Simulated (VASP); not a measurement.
# LiH17O9 in VASP: further runs, part 2 of 2

VASP 6.6.1. Earlier steps stand in the parts before.

## (5) Single point, PBE+D3(BJ)

Contents of INCAR:

```
PREC = Accurate ; ENCUT = 650
EDIFF = 1E-6 ; ISMEAR = -1
SIGMA = 0.02 ; LREAL = F
LASPH = T ; NELM = 120
ALGO = Normal ; ISIF = 2
LWAVE = F ; LCHARG = F
GGA = PE ; IVDW = 12
NBANDS = 56 ; GGA_COMPAT = F
```

Contents of KPOINTS:

```
regular mesh
0
Gamma
  1 1 1
```

Contents of POSCAR:

```
LiH17O9
1.0
    6.5731380000      0.0000000000      0.0000000000
    0.0000000000      6.5731380000      0.0000000000
    0.0000000000      0.0000000000      6.5731380000
O H Li
9 17 1
Direct
    0.6264892050      0.7772999745      0.2054269970
    0.6288016469      0.5499808463      0.8318401348
   -0.0556963812      0.1878554809      0.6167526074
    0.9402054240     -0.0752152168      1.0088940777
    0.3065811185      0.2910177757     -0.0089607125
    0.5460101401      0.1859538017      0.4078569475
    0.9599981014      0.5910723311      0.5468468789
    1.1347243889      0.9594047774      0.3528755976
    0.3010738554      0.7316292462      0.6483204825
    0.6144858057      0.6901269987      0.0786382395
    0.7404378244      0.6980988380      0.2619905439
    0.5150203754      0.6141054699      0.7358890077
    0.5807271961      0.4259000800      0.8968014972
    0.0345953485      0.1051096143      0.5097108869
   -0.0665891999      0.3321549007      0.5735464553
    0.9400989299      0.0435560610      0.9145099342
    0.8056730286     -0.0982027154      1.0673897307
    0.2966011059      0.1412415197     -0.0094323290
    0.2820722766      0.3380120728     -0.1466118618
    0.6734987155      0.1713184783      0.4850194838
    0.4523258146      0.2789078824      0.4833155793
    1.1093788081      0.6444562704      0.5890945847
    0.8936066761      0.6363931504      0.6628340984
    1.0659596680      0.9653380166      0.2141595080
    1.0781152016      0.8387318203      0.4065485922
    0.2719401297      0.6944628273      0.7928328905
    0.4075831057      0.9116345952      0.4274822771
```

Run with:

```bash
$ cat potpaw_PBE.64/O/POTCAR potpaw_PBE.64/H/POTCAR potpaw_PBE.64/Li_sv/POTCAR > POTCAR
$ mpirun -np 1 vasp_gam > vasp.out
```

It took 88 s on 1 thread of Intel Xeon 8259CL, shared host; peak memory 0.4 GiB.

It converged, with:

```
Free energy                : -131.7614 eV
Pressure                   : -0.9 GPa
Largest force              : 3.091 eV/Å
Band gap on the k mesh     : 3.93 eV
Dispersion energy per atom : -0.037 eV
```

Forces in eV/Å, atoms in the order of the input:
```
O    0.434 -1.163 -0.576
O   -0.568  1.232 -0.558
O    0.494 -1.297 -0.863
O    1.238  0.903 -0.770
O    0.300 -0.480  0.334
O   -1.191  0.071  0.467
O    1.905 -0.089 -2.202
O    0.566  1.377 -1.379
O    0.455 -0.728  1.337
H   -0.651  0.434 -0.062
H   -0.149  0.229  0.881
H    0.777 -0.834  1.013
H   -0.420 -0.142 -0.167
H   -1.311  1.372  1.246
H    0.484  0.081  0.075
H   -0.288 -0.593  0.178
H   -0.677  0.250  0.034
H    0.018  0.748 -0.268
H   -0.444 -0.341 -0.226
H    0.313  0.398  0.390
H    1.092 -0.521 -0.570
H   -0.056 -0.489 -0.565
H   -2.056  0.602  2.228
H    0.074  0.182 -0.101
H   -0.842 -1.863  1.035
H    0.160  0.869 -1.010
Li   0.342 -0.206  0.098
```

Stress tensor (GPa, compression positive):
```
 0.06  1.35 -0.11
 1.35 -0.92  0.25
-0.11  0.25 -1.72
```

Levels at points of the mesh, in eV from the valence-band top:
```
           k point  band 35  band 36  band 37  band 38  band 39  band 40
(0.00, 0.00, 0.00)    -0.30    -0.06     0.00     3.93     6.61     6.99
```

Caveat: the k points lie up to 0.96 Å⁻¹ apart.

## (6) Single point, PBE+D3(BJ)

Contents of INCAR:

```
PREC     = Accurate       # precision mode
ENCUT    = 650            # plane-wave cutoff, eV
EDIFF    = 1E-6           # SCF threshold, eV
ISMEAR   = -1             # smearing method
SIGMA    = 0.02           # smearing width, eV
LREAL    = False          # projectors in reciprocal space
LASPH    = True           # aspherical terms in the spheres
NELM     = 120            # most SCF steps
ALGO     = Normal         # electronic algorithm
ISIF     = 2              # what is computed and relaxed
LWAVE    = False          # write WAVECAR
LCHARG   = False          # write CHGCAR
GGA      = PE             # functional
IVDW     = 12             # dispersion correction
NBANDS   = 56             # bands
GGA_COMPAT= False
```

KPOINTS is that of step 5.

Contents of POSCAR:

```
LiH17O9
1.0
    6.5731380000      0.0000000000      0.0000000000
    0.0000000000      6.5731380000      0.0000000000
    0.0000000000      0.0000000000      6.5731380000
O H Li
9 17 1
Direct
    0.6386295252      0.6779258248      0.2631011246
    0.7067704953      0.6302925635      0.8617953860
   -0.1518300696      0.1959490277      0.6413070896
    0.9636949658     -0.0590585501      0.9373300850
    0.2863168246      0.2443277473     -0.1174933494
    0.4946191606      0.1953404903      0.4998830087
    0.9781933682      0.6009002093      0.5860823248
    1.1280000511      0.9121974923      0.3042838900
    0.3806401144      0.7967427430      0.6592437280
    0.6584222026      0.6675046226      0.1134922164
    0.7199605424      0.5700321521      0.3245633973
    0.4870428705      0.7384752914      0.7562141552
    0.7063597326      0.4915460470      0.9107978564
   -0.1442233527      0.1010932678      0.5307054256
   -0.0955251510      0.3361864607      0.6028018885
    0.9057469963      0.0274602481      0.8423069773
    0.8956909166     -0.2007564728      0.9350328565
    0.2148897528      0.3275148034     -0.2210816204
    0.1961163755      0.1279601919     -0.1424129541
    0.6099065621      0.2105691376      0.5921829117
    0.3832263981      0.2321113599      0.5903725131
    1.1091353932      0.6663331882      0.6059967096
    0.8661160012      0.6250591422      0.7094632731
    1.0790584345      0.9124713341      0.1551161713
    1.0326726748      0.8226055805      0.3760304439
    0.2996285792      0.8840678531      0.7543885432
    0.4282277354      0.9158335030      0.3915481464
```

Potentials or basis: VASP PAW PBE potentials, release 64 (O, H, Li_sv).

Run with:

```bash
$ cat potpaw_PBE.64/O/POTCAR potpaw_PBE.64/H/POTCAR potpaw_PBE.64/Li_sv/POTCAR > POTCAR
$ mpirun -np 1 vasp_gam > vasp.out
```

Wall time 86 s (1 thread of Intel Xeon 8259CL, shared host); peak memory 0.4 GiB.

It converged, with:

```yaml
Free_energy: -131.7532 eV
Pressure: -0.4 GPa
Largest_force: 4.303 eV/Å
Band_gap_on_the_k_mesh: 4.26 eV
Dispersion_energy_per_atom: -0.038 eV
```

Forces in eV/Å, atoms in the order of the input:
```
O   -0.247  0.423  0.304
O    0.399  0.438 -0.067
O    0.636  1.354  0.835
O    1.548 -3.285  2.309
O   -0.984  0.145 -1.373
O   -0.981 -0.084 -0.752
O   -1.228 -0.617  0.178
O   -0.103  0.037 -1.026
O   -0.480  0.325  1.710
H    0.017  0.072 -0.039
H   -0.176  0.306  0.049
H    0.078 -0.277 -0.665
H   -0.151 -0.366 -0.173
H    0.552 -0.097 -0.909
H   -0.073 -0.900 -0.064
H   -1.550  1.825 -1.952
H   -0.128  1.283 -0.461
H    0.437  0.764  0.733
H    0.088 -0.486  1.001
H    0.568  0.030  0.134
H   -0.035 -0.076 -0.170
H    0.396 -0.112  0.519
H    0.595  0.003 -0.540
H    0.228  0.475  1.424
H    0.070 -0.265 -0.129
H    0.569 -0.647 -0.828
Li  -0.044 -0.267 -0.047
```

Stress tensor (GPa, compression positive):
```
-0.45 -0.46  0.87
-0.46 -0.97 -0.57
 0.87 -0.57  0.33
```

Levels at points of the mesh, in eV from the valence-band top:
```tsv
k point	band 33	band 34	band 35	band 36	band 37	band 38	band 39	band 40	band 41	band 42
(0.00, 0.00, 0.00)	-0.68	-0.56	-0.37	-0.05	0.00	4.26	7.07	7.44	7.73	8.09
```

Caveat: the k points lie up to 0.96 Å⁻¹ apart.

## (7) Single point, PBE+D3(BJ)

Contents of INCAR:

```
SYSTEM = LiH17O9
PREC = Accurate ; ENCUT = 650
EDIFF = 1E-6 ; ISMEAR = -1
SIGMA = 0.02 ; LREAL = .False.
LASPH = .True. ; NELM = 120
ALGO = Normal ; ISIF = 2
LWAVE = .False. ; LCHARG = .False.
GGA = PE ; IVDW = 12
NBANDS = 56 ; GGA_COMPAT = .False.
```

Contents of KPOINTS:

```
Automatic mesh
0
Gamma
  1 1 1
  0 0 0
```

Contents of POSCAR:

```
LiH17O9
1.0
    6.5731380000      0.0000000000      0.0000000000
    0.0000000000      6.5731380000      0.0000000000
    0.0000000000      0.0000000000      6.5731380000
O H Li
9 17 1
Direct
    0.5351477483      0.7153204451      0.3088631336
    0.6584830563      0.6235225854      0.9487249469
   -0.1038925396      0.1671347840      0.5012217909
    1.0205171411     -0.0330740051      0.9421071032
    0.3055770319      0.3310899604     -0.1535948279
    0.4557336237      0.1646093540      0.3863755789
    1.0531499567      0.5856107083      0.6388120864
    1.0962039744      0.8734184495      0.3156483250
    0.3740070572      0.7574008031      0.7356760196
    0.5569485990      0.6896858091      0.1632249315
    0.5572832945      0.5870103442      0.3812942920
    0.5087372272      0.6588786056      0.8308056213
    0.7021760383      0.4827374688      0.9458191810
   -0.0659958759      0.0971834153      0.3789057829
   -0.0086108035      0.2838674618      0.5087220137
    1.0178091499      0.0425671878      0.8160638039
    0.8880233459     -0.1092020280      0.8934393284
    0.1695993603      0.3913047315     -0.1874295048
    0.4201037617      0.4211687021     -0.1920391752
    0.6003373123      0.1919174677      0.3950928765
    0.3844130459      0.2400831992      0.4963991323
    1.1740054750      0.6678697450      0.6849544312
    0.9587201729      0.6496288379      0.7369235212
    1.0702650697      0.8828659919      0.1750609830
    1.0135646019      0.7587395853      0.3721053780
    0.3200297940      0.8440108819      0.8502636032
    0.3981051364      0.8682915223      0.4725748950
```

Run with:

```bash
$ cat potpaw_PBE.64/O/POTCAR potpaw_PBE.64/H/POTCAR potpaw_PBE.64/Li_sv/POTCAR > POTCAR
$ mpirun -np 1 vasp_gam > vasp.out
```

It took 86 s on 1 thread of Intel Xeon 8259CL, shared host; peak memory 0.41 GiB.

It converged, with:

| Item | Value |
| --- | --- |
| Free energy | -131.0576 eV |
| Pressure | 0.2 GPa |
| Largest force | 3.907 eV/Å |
| Band gap on the k mesh | 4.22 eV |
| Dispersion energy per atom | -0.037 eV |

Forces on the atoms (eV/Å):
```
O    0.325 -0.751  1.132
O   -0.502  0.284 -1.096
O   -0.258  1.656  1.148
O   -3.144 -1.499 -1.769
O   -0.030 -0.719 -0.187
O   -1.105  0.028  0.511
O   -1.712  0.162  0.519
O   -0.081 -1.063  2.580
O    0.408  0.734  1.555
H    0.590 -0.548 -0.771
H    0.056  0.292 -0.622
H    0.550  1.000  0.245
H   -0.007 -0.135  0.107
H    0.727 -1.019 -0.609
H   -0.678 -0.265  0.057
H    0.965  1.175 -0.538
H    1.613  0.414  1.792
H    1.451  0.340 -0.196
H   -1.381 -0.244  0.305
H    0.458  0.191  0.499
H    0.730 -0.311 -0.431
H    1.275 -0.217 -0.410
H   -0.556 -0.743 -0.510
H   -0.140  0.130 -1.925
H    0.682  0.679 -0.253
H    0.512 -0.599 -1.090
Li  -0.747  1.029 -0.044
```

Stress tensor (GPa, compression positive):
```
-1.59 -0.53 -1.11
-0.53  1.04  0.42
-1.11  0.42  1.14
```

Levels at points of the mesh, in eV from the valence-band top:
```tsv
k point	band 35	band 36	band 37	band 38	band 39	band 40
(0.00, 0.00, 0.00)	-0.17	-0.01	0.00	4.22	7.00	7.42
```

Caveat: the k points lie up to 0.96 Å⁻¹ apart.
